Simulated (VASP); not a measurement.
Wanted: the native input for a VASP 6.6.1 run.

| Item | Value |
| --- | --- |
| Task | relaxation of cell and atoms |
| Functional | PBE |
| Potentials or basis | VASP PAW PBE potentials, release 64 (La, P, Ru_pv) |
| Cutoff | 600 eV |
| k mesh | 4 × 4 × 4 |
| Occupations | gaussian, width 0.1 eV |
| Spin | no spin polarisation |
| Dipole correction | no |
| Further INCAR settings | ALGO = Normal; EDIFF = 1e-06; IBRION = 2; EDIFFG = -0.04; NSW = 90; ISIF = 3 |

The structure of La2P6Ru lies in POSCAR:

```
La2P6Ru
1.0
    0.0000000000      4.4421914100      4.4421914100
    4.4421914100      0.0000000000      4.4421914100
    4.4421914100      4.4421914100      0.0000000000
La P Ru
2 6 1
Direct
    0.2500000000      0.2500000000      0.2500000000
    0.7500000000      0.7500000000      0.7500000000
    0.2369999900      0.7630000100      0.7630000100
    0.7630000100      0.2369999900      0.7630000100
    0.7630000100      0.2369999900      0.2369999900
    0.2369999900      0.7630000100      0.2369999900
    0.7630000100      0.7630000100      0.2369999900
    0.2369999900      0.2369999900      0.7630000100
    0.0000000000      0.0000000000      0.0000000000
```

The cell was built from a structure type or drawn by symmetry, and may not be a known phase.

These files were run (other wordings do the same):

INCAR

```
SYSTEM = La2P6Ru
ALGO = Normal
EDIFF = 1E-6
EDIFFG = -0.04
ENCUT = 600
GGA = PE
IBRION = 2
ISIF = 3
ISMEAR = 0
LASPH = .True.
LCHARG = .False.
LREAL = .False.
LWAVE = .False.
NELM = 100
NSW = 90
PREC = Accurate
SIGMA = 0.1
```

KPOINTS

```
k-points
0
Gamma
  4 4 4
  0 0 0
```

Potentials or basis: VASP PAW PBE potentials, release 64 (La, P, Ru_pv).

Command:

```console
$ cat potpaw_PBE.64/La/POTCAR potpaw_PBE.64/P/POTCAR potpaw_PBE.64/Ru_pv/POTCAR > POTCAR
$ mpirun -np 1 vasp_std > vasp.out
```

Results of the run:

```
Relaxed volume                        : 18.53 Å³/atom
Relaxed cell                          : a = 6.178 Å, b = 6.178 Å, c = 6.178 Å, α = 60.00°, β = 60.00°, γ = 60.00°
Space group after relaxing (to 0.1 Å) : Fm-3m (No. 225)
Energy gained by relaxing             : 533.3 meV/atom
Ionic steps                           : 12
Pressure after relaxing               : -0.2 GPa
Largest force after relaxing          : 0.012 eV/Å
Band gap on the k mesh                : zero (bands 33 and 34 overlap by 1.32 eV)
```

Caveat: spin-orbit coupling is left out, which moves the levels of the heavy elements.

It took 13 min on 1 thread of Intel(R) Xeon(R) Platinum 8488C (Sapphire Rapids), on a shared host, peak memory 0.43 GiB.
